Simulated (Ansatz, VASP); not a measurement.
## One calculation of Sn, two programs

The input INCAR:

```
ALGO     = Normal         # electronic algorithm
DIPOL    = 0.5 0.5 0.500
EDIFF    = 1E-7           # SCF threshold, eV
ENCUT    = 520            # plane-wave cutoff, eV
GGA      = PE             # functional
IDIPOL   = 3            
ISIF     = 2              # what is computed and relaxed
ISMEAR   = -1             # smearing method
LASPH    = T              # aspherical terms in the spheres
LCHARG   = T              # write CHGCAR
LDIPOL   = T            
LELF     = T              # ELF
LREAL    = F              # projectors in reciprocal space
LVACPOTAV= T            
LVHAR    = T            
LWAVE    = F              # write WAVECAR
NBANDS   = 43             # bands
NELM     = 80             # most SCF steps
PREC     = Accurate       # precision mode
SIGMA    = 0.1            # smearing width, eV
```

Contents of KPOINTS:

```
k-points
0
Gamma
  7 7 1
```

The input POSCAR:

```
Sn
1.0
    5.3935382857      0.0000000000      0.0000000000
   -2.6967691428      4.6709411717      0.0000000000
    0.0000000000      0.0000000000     20.4038000000
Sn
5
Direct
    0.8333333330      0.1666666670      0.3920836912
    0.1666666670      0.8333333330      0.4460418454
    0.5000000000      0.5000000000      0.5000000000
    0.8333333330      0.1666666670      0.5539581546
    0.1666666670      0.8333333330      0.6079163088
```

Input for Ansatz:

```yaml
crystal:
  lattice:
    - [5.3935382857, 0.0, 0.0]
    - [-2.6967691428, 4.6709411717, 0.0]
    - [0.0, 0.0, 20.4038]
  atoms:
    - { symbol: Sn, position: [0.833333333, 0.166666667, 0.3920836912] }
    - { symbol: Sn, position: [0.166666667, 0.833333333, 0.4460418454] }
    - { symbol: Sn, position: [0.5, 0.5, 0.5] }
    - { symbol: Sn, position: [0.833333333, 0.166666667, 0.5539581546] }
    - { symbol: Sn, position: [0.166666667, 0.833333333, 0.6079163088] }
kpoints:
  mp_grid: { grid: [7, 7, 1] }
scf:
  occupations: { method: fermi_dirac, width: 0.1 }
hamiltonian:
  xc: pbe
  pseudopotentials: { kind: all_electron, lapw: { basis_error: 0.001 } }
output:
  forces: true
  stress: true
  eigenvalues: true
  populations: true
  dos: { projected: true, de: 0.2, e_range: [-14, 8] }
efield:
  axis: 3
  amplitude: 0
  dipole_correction: true
```

Alike in both runs: task single point; functional PBE; k mesh 7 × 7 × 1; occupations fermi-dirac, width 0.1 eV; no spin polarisation.

|  | VASP | Ansatz |
| --- | --- | --- |
| version | VASP 6.6.1 | Ansatz 0.2.0 |
| potentials or method | VASP PAW PBE potentials, release 64 (Sn_d), cutoff 520 eV | all-electron LAPW, scalar-relativistic |

|  | VASP | Ansatz | Ansatz less VASP |
| --- | --- | --- | --- |
| rms of the force components (eV/Å) | 0.358 | 0.359 | +0.0013 |

Atom by atom the forces differ by 0.001 eV/Å (rms over components). Ansatz ran all-electron here, and VASP with PAW potentials.
